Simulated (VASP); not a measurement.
Set up this calculation in VASP 6.6.1, as the native input.

```yaml
Task: single point
Functional: r2SCAN
Potentials_or_basis: VASP PAW PBE potentials, release 64 (Sr_sv, Cl)
Cutoff: 520 eV
k_mesh: 4 × 4 × 4
Occupations: gaussian, width 0.2 eV
Spin: no spin polarisation
Dipole_correction: no
Further_INCAR_settings: ALGO = Normal; EDIFF = 1e-06; NBANDS = 19
```

SrCl2:

```
CELL_PARAMETERS angstrom
0.00000 3.49772 3.49772
3.49772 0.00000 3.49772
3.49772 3.49772 0.00000
ATOMIC_POSITIONS crystal
Sr 0.00000 0.00000 0.00000
Cl 0.25000 0.25000 0.25000
Cl 0.75000 0.75000 0.75000
```

These files were run (other wordings do the same):

POSCAR

```
SrCl2
1.0
    0.0000000000      3.4977180853      3.4977180853
    3.4977180853      0.0000000000      3.4977180853
    3.4977180853      3.4977180853      0.0000000000
Sr Cl
1 2
Direct
    0.0000000000      0.0000000000      0.0000000000
    0.2500000000      0.2500000000      0.2500000000
    0.7500000000      0.7500000000      0.7500000000
```

INCAR.step1

```
  PREC = Accurate
  ENCUT = 520
  ISMEAR = 0
  SIGMA = 0.2
  LREAL = False
  LASPH = True
  NELM = 100
  NBANDS = 19
  GGA = PE
  ALGO = Normal
  EDIFF = 1E-4
  LWAVE = True
  LCHARG = False
```

INCAR.step2

```
  PREC = Accurate
  ENCUT = 520
  EDIFF = 1E-6
  ISMEAR = 0
  SIGMA = 0.2
  LREAL = False
  LASPH = True
  NELM = 100
  ALGO = Normal
  ISIF = 2
  LWAVE = False
  LCHARG = False
  METAGGA = R2SCAN
  LMIXTAU = True
  NBANDS = 19
  ISTART = 1
```

KPOINTS

```
regular mesh
0
Gamma
  4 4 4
```

Potentials or basis: VASP PAW PBE potentials, release 64 (Sr_sv, Cl).

The run is started by

```console
$ cat potpaw_PBE.64/Sr_sv/POTCAR potpaw_PBE.64/Cl/POTCAR > POTCAR
$ cp INCAR.step1 INCAR
$ mpirun -np 1 vasp_std > vasp.out
$ cp INCAR.step2 INCAR
$ mpirun -np 1 vasp_std > vasp.out
```

Results of the run:

| Quantity | Value |
| --- | --- |
| Pressure | 0.0 GPa |
| Band gap on the k mesh | 5.94 eV (least direct gap 5.99 eV) |

Caveat: the PAW data sets were made with another functional, which shifts forces and pressure a little.

Run time: 62 s on 1 thread of Intel(R) Xeon(R) Platinum 8259CL CPU @ 2.50GHz (Skylake/Cascade Lake) (shared host), peak memory 0.25 GiB.
